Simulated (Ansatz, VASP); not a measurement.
PbO2 in VASP and in Ansatz

```xyz
3
Lattice="1.7229 0.9947 4.4559 -1.7229 0.9947 4.4559 0.0000 -1.9894 4.4559" Properties=species:S:1:pos:R:3 pbc="T T T"
Pb    0.0000    0.0000    0.0000
O     0.0000    0.0000    3.4190
O     0.0000    0.0000    9.9489
```

Alike in both runs: task single point; functional PBE; k mesh 12 × 12 × 12; occupations gaussian, width 0.01 eV; no spin polarisation.

|  | VASP | Ansatz |
| --- | --- | --- |
| version | VASP 6.6.1 | Ansatz 0.2.0 |
| potentials or method | VASP PAW PBE potentials, release 64 (Pb_d, O), cutoff 520 eV | scalar-relativistic, plane waves, PAW |
| valence electrons in the cell | 26 | 26 |

VASP gave:

- gap on the k mesh at the Fermi level (eV): 0.12
- least direct gap on the mesh (eV): 0.18
- pressure (GPa): 0.2
- traceless stress, the component that is largest in VASP (GPa): -0.25
- rms of the force components (eV/Å): 0.015

Task: What did Ansatz give for the same quantities?

Result: gap on the k mesh at the Fermi level (eV): 0.14; least direct gap on the mesh (eV): 0.20; pressure (GPa): 0.0; traceless stress, the component that is largest in VASP (GPa): -0.02; rms of the force components (eV/Å): 0.000.

Atom by atom the forces differ by 0.015 eV/Å (rms over components).

Spin-orbit coupling is off throughout.
